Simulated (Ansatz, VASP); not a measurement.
**One calculation of Ga, two programs**

```
CELL_PARAMETERS angstrom
2.18769 -3.70773 0.00000
2.18769 3.70773 0.00000
0.00000 0.00000 4.51670
ATOMIC_POSITIONS crystal
Ga 0.15250 0.84750 0.07850
Ga 0.65250 0.34750 0.42150
Ga 0.84750 0.15250 0.92150
Ga 0.34750 0.65250 0.57850
```

Change from the starting cell: equal xx and yy strain of -3 %, crystal datasets.

Alike in both runs: task electric field gradients; functional PBE; k mesh 9 × 9 × 8; occupations fermi-dirac, width 0.05 eV; no spin polarisation.

|  | VASP | Ansatz |
| --- | --- | --- |
| version | VASP 6.6.1 | Ansatz 0.2.0 |
| potentials or method | VASP PAW PBE potentials, release 64 (Ga_d), cutoff 520 eV | all-electron PAW with datasets made for the crystal, scalar-relativistic |

|  | VASP | Ansatz | Ansatz less VASP |
| --- | --- | --- | --- |
| pressure (GPa) | 7.0 | 6.8 | -0.15 |
| traceless stress, the component that is largest in VASP (GPa) | 4.23 | 4.20 | -0.031 |
| rms of the force components (eV/Å) | 0.358 | 0.359 | +0.0006 |
| size of Vzz on the site where it differs most (V/Å²) | 56.7 | 58.8 | +2.06 |

Atom by atom the forces differ by 0.001 eV/Å (rms over components). Ansatz ran all-electron here, and VASP with PAW potentials.
